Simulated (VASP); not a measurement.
Set up this calculation in VASP 6.6.1, as the native input.

```yaml
Task: single point
Functional: PBE
Potentials_or_basis: VASP PAW PBE potentials, release 64 (Tm_3, P), 4f in core
Cutoff: 500 eV
k_mesh: 6 × 6 × 4
Occupations: gaussian, width 0.1 eV
Spin: no spin polarisation
Dipole_correction: no
Mended: yes
Further_INCAR_settings: ALGO = Normal; EDIFF = 1e-06; NBANDS = 16
```

The structure of TmP2 lies in POSCAR:

```
TmP2
1.0
    4.1338464290      0.0000000000      0.0000000000
   -2.0669232145      3.5800160229      0.0000000000
    0.0000000000      0.0000000000      3.6566318883
Tm P
1 2
Direct
    0.0000000000      0.0000000000      0.0000000000
    0.3333333333      0.6666666667      0.5000000000
    0.6666666667      0.3333333333      0.5000000000
```

The cell was built from a structure type or drawn by symmetry, and may not be a known phase.

The input as run:

INCAR

```
PREC = Accurate ; ENCUT = 500
EDIFF = 1E-6 ; ISMEAR = 0
SIGMA = 0.1 ; LREAL = F
LASPH = T ; NELM = 200
ALGO = Normal ; ISIF = 2
LWAVE = F ; LCHARG = F
GGA = PE ; NBANDS = 16
GGA_COMPAT = F ; LMAXMIX = 6
```

KPOINTS

```
Automatic mesh
0
Gamma
  6 6 4
```

Potentials or basis: VASP PAW PBE potentials, release 64 (Tm_3, P), 4f in core.

Launch:

```console
$ cat potpaw_PBE.64/Tm_3/POTCAR potpaw_PBE.64/P/POTCAR > POTCAR
$ mpirun -np 1 vasp_std > vasp.out
```

Results of the run:

```yaml
Pressure: 0.1 GPa
Band_gap_on_the_k_mesh: zero (an odd number of electrons rules out a gap without spin polarisation)
```

Caveat: the k points lie up to 0.43 Å⁻¹ apart, too coarse for converged energies and pressures of a metal; spin-orbit coupling is left out, which moves the levels of the heavy elements; the 4f electrons are frozen in the core, so they carry no moment and show no levels.

Run time: 7.7 s on 1 thread of Intel(R) Xeon(R) 6975P-C (Granite Rapids) (shared host), peak memory 0.16 GiB.
